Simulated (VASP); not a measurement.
A run of VASP 6.6.1:

INCAR

```
SYSTEM = Pd
  PREC = Accurate
  ENCUT = 520
  EDIFF = 1E-6
  ISMEAR = -1
  SIGMA = 0.1
  LREAL = .False.
  LASPH = .True.
  NELM = 60
  ALGO = Normal
  ISIF = 2
  LWAVE = .False.
  LCHARG = .False.
  GGA = PS
  NBANDS = 28
```

The input KPOINTS:

```
Automatic mesh
0
Gamma
  15 15 4
  0 0 0
```

File POSCAR:

```
Pd
1.0
    2.6605973661      0.0000000000      0.0000000000
   -1.3302986830      2.3041449083      0.0000000000
    0.0000000000      0.0000000000      8.7689452098
Pd
4
Direct
    0.0000000000      0.0000000000      0.0000000000
    0.0000000000      0.0000000000      0.5000000000
    0.3333333333      0.6666666667      0.2500000000
    0.6666666667      0.3333333333      0.7500000000
```

Potentials or basis: VASP PAW PBE potentials, release 64 (Pd).

Launch:

```bash
$ cat potpaw_PBE.64/Pd/POTCAR > POTCAR
$ mpirun -np 1 vasp_std > vasp.out
```

Hardware: 1 thread of AMD EPYC 9R45 (Zen 5), on a shared host.

How long does it take, and how much memory?

Run time: 43 s on 1 thread of AMD EPYC 9R45 (Zen 5), on a shared host, peak memory 0.19 GiB. Counts: scf iterations 13, k points 81.
